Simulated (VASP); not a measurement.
# SiC (P6_3mc) in VASP: settings compared, part 2 of 2

VASP 6.6.1. The steps go on from the part before.

### Step 3. Single point, LDA

This run uses another cell than the first one: it holds 4 atoms, not 72.

File INCAR:

```
PREC     = Accurate       # precision mode
ENCUT    = 520            # plane-wave cutoff, eV
EDIFF    = 1E-6           # SCF threshold, eV
ISMEAR   = 0              # smearing method
SIGMA    = 0.02           # smearing width, eV
LREAL    = False          # projectors in reciprocal space
LASPH    = True           # aspherical terms in the spheres
NELM     = 100            # most SCF steps
ALGO     = Normal         # electronic algorithm
ISIF     = 2              # what is computed and relaxed
LWAVE    = False          # write WAVECAR
LCHARG   = False          # write CHGCAR
ISYM     = 0            
NBANDS   = 16             # bands
```

File KPOINTS:

```
regular mesh
0
Gamma
  12 12 6
```

File POSCAR:

```
SiC
1.0
    3.0919365181      0.0000000000      0.0000000000
   -1.5459682590      2.6776955715      0.0000000000
    0.0000000000      0.0000000000      5.0742922873
Si C
2 2
Direct
    0.3333333333      0.6666666667      0.4995817071
    0.6666666667      0.3333333333      0.9995817071
    0.3333333333      0.6666666667      0.8754182929
    0.6666666667      0.3333333333      0.3754182929
```

Potentials or basis: VASP PAW LDA potentials, release 64 (Si, C).

Launch:

```sh
$ cat potpaw_LDA.64/Si/POTCAR potpaw_LDA.64/C/POTCAR > POTCAR
$ mpirun -np 1 vasp_std > vasp.out
```

OUTCAR:

```text
PREC = Accurate
   ENCUT = 520
   EDIFF = 1E-6
   ISMEAR = 0
   LREAL = False
   LASPH = True
   NELM = 100
   ISIF = 2
   ISYM = 0

 ion  position               nearest neighbor table
   1  0.333  0.667  0.500-   4 1.89   4 1.89   4 1.89   3 1.91   2 3.10   2 3.10   2 3.10   2 3.10
                             2 3.10   2 3.10
   2  0.667  0.333  1.000-   3 1.89   3 1.89   3 1.89   4 1.91   1 3.10   1 3.10   1 3.10   1 3.10
                             1 3.10   1 3.10
   3  0.333  0.667  0.875-   2 1.89   2 1.89   2 1.89   1 1.91
   4  0.667  0.333  0.375-   1 1.89   1 1.89   1 1.89   2 1.91

IMPORTANT INFORMATION: All symmetrisations will be switched off!
NOSYMM: (Re-)initialisation of all symmetry stuff for point group C_1.

----------------------------------------------------------------------------------------

                                     Primitive cell

  volume of cell :      42.0114

  direct lattice vectors                    reciprocal lattice vectors
     3.091936518  0.000000000  0.000000000     0.323421905  0.186727724  0.000000000
    -1.545968259  2.677695572  0.000000000     0.000000000  0.373455448  0.000000000
     0.000000000  0.000000000  5.074292287     0.000000000  0.000000000  0.197071817

  length of vectors
     3.091936518  3.091936518  5.074292287     0.373455448  0.373455448  0.197071817

  position of ions in fractional coordinates (direct lattice)
     0.333333333  0.666666667  0.499581707
     0.666666667  0.333333333  0.999581707
     0.333333333  0.666666667  0.875418293
     0.666666667  0.333333333  0.375418293

  ion indices of the primitive-cell ions
   primitive index   ion index
                 1           1
                 2           2
                 3           3
                 4           4

----------------------------------------------------------------------------------------

 KPOINTS: regular mesh

[... 82 lines left out ...]
   ISMEAR =     0;   SIGMA  =   0.02  broadening in eV -4-tet -1-fermi 0-gaus
   EFERMI_NEDOS =   21; number of points for ismear=-14 and -15
   IALGO  =     38    algorithm
   IMIX   =      4    mixing-type and parameters
     AMIX     =   0.40;   BMIX     =  1.00
     AMIX_MAG =   1.60;   BMIX_MAG =  1.00
  volume/ion in A,a.u.               =      10.50        70.88
  Fermi-wavevector in a.u.,A,eV,Ry     =   1.186658  2.242459 19.159157  1.408158
  Thomas-Fermi vector in A             =   2.322826
   LORBIT       =      0    0 simple, 1 ext, 2 COOP (PROOUT), +10 PAW based schemes
   GGA     = CA    functional components
   LHFCALC =     F    Hartree Fock is set to
   AEXX    =    0.0000 exact exchange contribution
   IVDW    =     0    specifies the selected vdW correction
   LEPSILON=     F    determine dielectric tensor
   LRPA    =     F    only Hartree local field effects (RPA)
 non-spin polarized calculation
 Gauss-broadening in eV      SIGMA  =   0.02
  energy-cutoff  :      520.00
  volume of cell :       42.01
 maximum number of plane-waves:      1170
   NGX = 11   NGY = 11   NGZ = 19

 number of electron      16.0000000 magnetization

 Free energy of the ion-electron system (eV)
  ---------------------------------------------------
  ext. energy  EPLUGINS =         0.00000000
  ---------------------------------------------------
  free energy    TOTEN  =       -33.24572350 eV

  energy without entropy =      -33.24572350  energy(sigma->0) =      -33.24572350

 E-fermi :   8.1503     XC(G=0): -11.4852

 val. band max:        8.0345373135   @ k =   0.0000   0.0000   0.0000
 cond. band min:      10.2110645691   @ k =   0.3333   0.3333   0.0000
 fundamental gap:      2.1765272556
 Fermi energy:         8.1502825440

 k-point     1 :       0.0000    0.0000    0.0000
  band No.  band energies     occupation
      1      -7.3219      2.00000
      2      -3.7621      2.00000
      3      -0.5935      2.00000
      4       6.7259      2.00000
      5       6.7259      2.00000
      6       7.9227      2.00000
[... 433 lines left out ...]
      3       0.1369      2.00000
      4       3.6993      2.00000
      5       5.1226      2.00000
      6       6.0159      2.00000
[... 8 lines left out ...]
     15      17.4216      0.00000
     16      18.4346      0.00000

 [... further k-points ...]
[... 5 lines left out ...]
  --------------------------------------------------------------------------------------
  -------------------------------------------------------------------------------------
  Total       -1.8783120     -1.8783127     -1.8312024     -0.0000001     -0.0000004     -0.0000004
  in kB      -71.6326573    -71.6326839    -69.8360507     -0.0000022     -0.0000154     -0.0000156
  external PRESSURE =     -71.0337973 kB  Pullay stress =       0.0000000 kB

 VOLUME and BASIS-vectors are now :
 -----------------------------------------------------------------------------
  energy-cutoff  :      520.00
  volume of cell :       42.01
      direct lattice vectors                 reciprocal lattice vectors
     3.091936518  0.000000000  0.000000000     0.323421905  0.186727724  0.000000000
    -1.545968259  2.677695572  0.000000000     0.000000000  0.373455448  0.000000000
     0.000000000  0.000000000  5.074292287     0.000000000  0.000000000  0.197071817

 POSITION                                       TOTAL-FORCE (eV/Angst)
 -----------------------------------------------------------------------------------
     -0.00000      1.78513      2.53502        -0.000000     -0.000000     -0.003129
      1.54597      0.89257      5.07217         0.000000      0.000000     -0.003126
     -0.00000      1.78513      4.44213        -0.000000      0.000000      0.003130
      1.54597      0.89257      1.90498         0.000000     -0.000000      0.003124
 -----------------------------------------------------------------------------------
    total drift:                                0.000000      0.000000      0.000576

  FREE ENERGIE OF THE ION-ELECTRON SYSTEM (eV)
  ---------------------------------------------------
  free  energy   TOTEN  =       -33.2457235025 eV

  energy  without entropy=      -33.2457235025  energy(sigma->0) =      -33.24572350
```

OSZICAR:

```text
N       E                     dE             d eps       ncg     rms          rms(c)
DAV:   1     0.217441358304E+02    0.21744E+02   -0.71148E+03 13960   0.893E+02
DAV:   2    -0.346871531373E+02   -0.56431E+02   -0.51608E+02 19904   0.158E+02
DAV:   3    -0.372178732295E+02   -0.25307E+01   -0.25209E+01 18416   0.306E+01
DAV:   4    -0.372381194932E+02   -0.20246E-01   -0.20243E-01 17328   0.341E+00
DAV:   5    -0.372383371898E+02   -0.21770E-03   -0.21769E-03 18432   0.331E-01    0.126E+01
DAV:   6    -0.333820338815E+02    0.38563E+01   -0.69809E+00 17696   0.162E+01    0.575E+00
DAV:   7    -0.332912884486E+02    0.90745E-01   -0.11374E+00 20296   0.620E+00    0.242E+00
DAV:   8    -0.332513266032E+02    0.39962E-01   -0.60107E-02 16208   0.149E+00    0.688E-01
DAV:   9    -0.332456450783E+02    0.56815E-02   -0.77327E-03 18048   0.602E-01    0.113E-01
DAV:  10    -0.332457186845E+02   -0.73606E-04   -0.62516E-04 16408   0.151E-01    0.630E-02
DAV:  11    -0.332457244153E+02   -0.57308E-05   -0.24301E-05 18928   0.353E-02    0.155E-02
DAV:  12    -0.332457235025E+02    0.91277E-06   -0.62644E-06 17424   0.153E-02
   1 F= -.33245724E+02 E0= -.33245724E+02  d E =-.743571E-19
```

It took 1.9 min on 1 thread of Intel Xeon 6975P-C (Granite Rapids), shared host; peak memory 0.33 GiB.

Results:

- Free energy: -33.2457 eV
- Pressure: -7.1 GPa
- Largest force: 0.003 eV/Å
- Band gap on the k mesh: 2.18 eV, indirect (least direct gap 3.84 eV)

Forces in eV/Å, atoms in the order of the input:
```
Si   0.000  0.000 -0.003
Si   0.000  0.000 -0.003
C    0.000  0.000  0.003
C    0.000  0.000  0.003
```

A k mesh can miss the band edges. Expect the measured gap to be larger: semilocal functionals such as LDA lack the derivative discontinuity.
